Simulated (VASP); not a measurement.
A run of VASP 6.6.1 is set up as follows.

File POSCAR:

```
BeS
1.0
    0.0000000000      2.4342407746      2.4342407746
    2.4342407746      0.0000000000      2.4342407746
    2.4342407746      2.4342407746      0.0000000000
Be S
1 1
Direct
    0.0000000000      0.0000000000      0.0000000000
    0.2500000000      0.2500000000      0.2500000000
```

File INCAR.step1:

```
  ALGO = Normal
  EDIFF = 1E-4
  ENCUT = 520
  GGA = PE
  ISMEAR = -1
  LASPH = True
  LCHARG = False
  LREAL = False
  LWAVE = True
  NBANDS = 11
  NELM = 80
  PREC = Accurate
  SIGMA = 0.05
```

INCAR.step2

```
  ALGO = Normal
  EDIFF = 1E-7
  ENCUT = 520
  ISIF = 2
  ISMEAR = -1
  ISTART = 1
  LASPH = True
  LCHARG = True
  LELF = True
  LMIXTAU = True
  LREAL = False
  LVHAR = True
  LWAVE = False
  METAGGA = R2SCAN
  NBANDS = 11
  NELM = 80
  PREC = Accurate
  SIGMA = 0.05
```

Contents of KPOINTS:

```
k-points
0
Gamma
  15 15 15
```

Potentials or basis: VASP PAW PBE potentials, release 64 (Be, S).

Command:

```bash
$ cat potpaw_PBE.64/Be/POTCAR potpaw_PBE.64/S/POTCAR > POTCAR
$ cp INCAR.step1 INCAR
$ mpirun -np 1 vasp_std > vasp.out
$ cp INCAR.step2 INCAR
$ mpirun -np 1 vasp_std > vasp.out
```

(1) Predict the band gap on the k mesh.

(2) What does it give for the pressure?

## Answers

(1) 3.63 eV, indirect (least direct gap 6.26 eV).

(2) 0.3 GPa.

Caveat: the PAW data sets were made with another functional, which shifts forces and pressure a little.
